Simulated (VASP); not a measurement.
LiH, 2 atoms in the cell. The structure is cubic, space group Pm-3m (No. 221). The conventional cell has a = 2.502 Å, b = 2.502 Å, c = 2.502 Å, α = 90.00°, β = 90.00°, γ = 90.00°. Within 2.9 Å of Li (site symmetry m-3m) lie 8 H at 2.17 Å and 6 Li at 2.50 Å. Within 2.9 Å of H (site symmetry m-3m) lie 8 Li at 2.17 Å and 6 H at 2.50 Å. 

| Property | Result |
| --- | --- |
| Program | VASP 6.6.1 |
| Task | single point |
| Functional | PBEsol |
| Potentials or basis | VASP PAW PBE potentials, release 64 (Li_sv, H) |
| Cutoff | 750 eV |
| k mesh | 8 × 8 × 8 |
| Occupations | methfessel-paxton, width 0.2 eV |
| Spin | no spin polarisation |
| Dipole correction | no |
| Further INCAR settings | ALGO = Normal; EDIFF = 1e-06; NBANDS = 9 |

Potentials or basis: VASP PAW PBE potentials, release 64 (Li_sv, H).

Command:

```sh
$ cat potpaw_PBE.64/Li_sv/POTCAR potpaw_PBE.64/H/POTCAR > POTCAR
$ mpirun -np 1 vasp_std > vasp.out
```

Hardware: 1 thread of Intel(R) Xeon(R) Platinum 8259CL CPU @ 2.50GHz (Skylake/Cascade Lake), on a shared host.

**Question.** Estimate the wall time of this run.

**Answer.** It took 5.3 s on 1 thread of Intel(R) Xeon(R) Platinum 8259CL CPU @ 2.50GHz (Skylake/Cascade Lake), on a shared host, peak memory 0.13 GiB. Counts: scf iterations 10, k points 35.
